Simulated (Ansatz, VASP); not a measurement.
**One calculation of BiP, two programs**

File INCAR:

```
SYSTEM = BiP
ALGO = Normal ; EDIFF = 1E-8
ENCUT = 520 ; GGA = PE
ISIF = 2 ; ISMEAR = -1
LASPH = .TRUE. ; LCHARG = .FALSE.
LEFG = .TRUE. ; LREAL = .FALSE.
LWAVE = .FALSE. ; NBANDS = 17
NELM = 60 ; PREC = Accurate
SIGMA = 0.05
```

KPOINTS

```
k-points
0
G
  12 12 12
  0 0 0
```

File POSCAR:

```
BiP
1.0
    0.0000000000      2.9042537590      2.9042537590
    2.9042537590      0.0000000000      2.9042537590
    2.9042537590      2.9042537590      0.0000000000
Bi P
1 1
Direct
    0.0000000000      0.0000000000      0.0000000000
    0.5000000000      0.5000000000      0.5000000000
```

Input for Ansatz:

```yaml
crystal:
  lattice:
    - [0.0, 2.904253759, 2.904253759]
    - [2.904253759, 0.0, 2.904253759]
    - [2.904253759, 2.904253759, 0.0]
  atoms:
    - { symbol: Bi, position: [0.0, 0.0, 0.0] }
    - { symbol: P, position: [0.5, 0.5, 0.5] }
kpoints:
  mp_grid: { grid: [12, 12, 12] }
scf:
  occupations: { method: fermi_dirac, width: 0.05 }
hamiltonian:
  xc: pbe
  pseudopotentials: { kind: paw }
output:
  forces: true
  stress: true
  eigenvalues: true
  efg: { contact_densities: true }
```

Change from the starting cell: volume scaled by 0.98, PAW files.

Alike in both runs: task electric field gradients; functional PBE; k mesh 12 × 12 × 12; occupations fermi-dirac, width 0.05 eV; no spin polarisation.

|  | VASP | Ansatz |
| --- | --- | --- |
| version | VASP 6.6.1 | Ansatz 0.2.0 |
| potentials or method | VASP PAW PBE potentials, release 64 (Bi_d, P) | PAW with Ansatz's default frozen-core files, scalar-relativistic |
| plane-wave cutoff (eV) | 520 | 420 |
| valence electrons in the cell | 20 | 20 |

```csv
,VASP,Ansatz,Ansatz less VASP
pressure (GPa),1.5,1.5,+0.05
```

Spin-orbit coupling is off throughout.
